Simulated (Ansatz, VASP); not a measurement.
## Ni in VASP and in Ansatz

Contents of INCAR:

```
PREC = Accurate
ENCUT = 520
EDIFF = 1E-6
ISMEAR = -1
SIGMA = 0.05
LREAL = F
LASPH = T
NELM = 150
ALGO = Normal
ISIF = 2
LWAVE = F
LCHARG = F
ISPIN = 2
MAGMOM = 1.5
LORBIT = 11
LMAXMIX = 4
GGA = PE
NBANDS = 15
```

KPOINTS

```
Automatic mesh
0
Gamma
  15 15 15
```

The input POSCAR:

```
Ni
1.0
   -1.3568446506      1.3568446506      1.4390640888
    1.3568446506     -1.3568446506      1.4390640888
    1.3568446506      1.3568446506     -1.4390640888
Ni
1
Direct
    0.0000000000      0.0000000000      0.0000000000
```

Input for Ansatz:

```yaml
crystal:
  lattice:
    - [-1.3568446506, 1.3568446506, 1.4390640888]
    - [1.3568446506, -1.3568446506, 1.4390640888]
    - [1.3568446506, 1.3568446506, -1.4390640888]
  atoms:
    - { symbol: Ni, position: [0.0, 0.0, 0.0], spin: 1.5 }
magnetization:
  spin_polarized: true
kpoints:
  mp_grid: { grid: [15, 15, 15] }
scf:
  occupations: { method: fermi_dirac, width: 0.05 }
  lower_state_search: "off"
hamiltonian:
  xc: pbe
  pseudopotentials: { kind: paw }
output:
  forces: true
  stress: true
  eigenvalues: true
  write_density: true
  write_potential: true
  elf: true
  volumetric_format: npy
```

Change from the starting cell: stretched by +4 % along [0.0, 0.0, 1.0] at fixed volume; collinear moments without spin-orbit coupling, PAW files.

Alike in both runs: task single point; functional PBE; k mesh 15 × 15 × 15; occupations fermi-dirac, width 0.05 eV; collinear spin.

|  | VASP | Ansatz |
| --- | --- | --- |
| version | VASP 6.6.1 | Ansatz 0.2.0 |
| potentials or method | VASP PAW PBE potentials, release 64 (Ni) | PAW with Ansatz's default frozen-core files, scalar-relativistic |
| plane-wave cutoff (eV) | 520 | 420 |
| valence electrons in the cell | 10 | 18 |

```tsv
	VASP	Ansatz	Ansatz less VASP
pressure (GPa)	7.3	7.6	+0.30
traceless stress, the component that is largest in VASP (GPa)	3.23	3.44	+0.211
net moment per atom (μB)	0.54	0.56	+0.022
size of the moment on the site where the two differ most (μB)	0.54	0.59	+0.046
```

Site moments also hang on the region over which each program counts them. VASP's potentials hold 10 valence electrons a cell and Ansatz's 18, so a difference there can come from the potentials and not from the codes.
